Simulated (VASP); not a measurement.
A run of VASP 6.6.1 is set up as follows.

The input POSCAR:

```
Si
1.0
    3.8321295590      0.0000000000      0.0000000000
   -1.9160647795      3.3187215487      0.0000000000
    0.0000000000      0.0000000000      6.0875681860
Si
4
Direct
    0.3333333333      0.6666666667     -0.0022732286
    0.6666666667      0.3333333333      0.4977267714
    0.3333333333      0.6666666667      0.3772732286
    0.6666666667      0.3333333333      0.8772732286
```

File INCAR.step1:

```
PREC = Accurate ; ENCUT = 520
EDIFF = 1E-5 ; ISMEAR = 0
SIGMA = 0.01 ; LREAL = F
LASPH = T ; NELM = 100
ALGO = Normal ; ISIF = 2
LWAVE = T ; LCHARG = F
NBANDS = 16 ; GGA = PE
```

Contents of INCAR.step2:

```
PREC = Accurate ; ENCUT = 520
EDIFF = 1E-6 ; ISMEAR = 0
SIGMA = 0.01 ; LREAL = F
LASPH = T ; NELM = 100
ALGO = Normal ; ISIF = 2
LWAVE = F ; LCHARG = F
GGA = PE ; LHFCALC = T
HFSCREEN = 0.2079 ; PRECFOCK = Normal
NBANDS = 16 ; ISTART = 1
```

KPOINTS

```
regular mesh
0
Gamma
  6 6 4
```

Potentials or basis: VASP PAW PBE potentials, release 64 (Si).

Launch:

```console
$ cat potpaw_PBE.64/Si/POTCAR > POTCAR
$ cp INCAR.step1 INCAR
$ mpirun -np 1 vasp_std > vasp.out
$ cp INCAR.step2 INCAR
$ mpirun -np 1 vasp_std > vasp.out
```

Problem. Predict the largest force.

Solution. 0.025 eV/Å.

Problem. Predict the pressure.

Solution. 3.9 GPa.

Problem. Predict the band gap on the k mesh.

Solution. 0.75 eV (least direct gap 1.37 eV).

Forces on the atoms (eV/Å):
```
Si   0.000  0.000 -0.025
Si   0.000  0.000 -0.025
Si   0.000  0.000  0.025
Si   0.000  0.000  0.025
```

Caveat: the cell differs from its parent crystal (uniaxial z strain -4.0%); the stress differs along the axes, from 1 to 9 GPa; the PAW data sets were made with another functional, which shifts forces and pressure a little. A k mesh can miss the band edges.
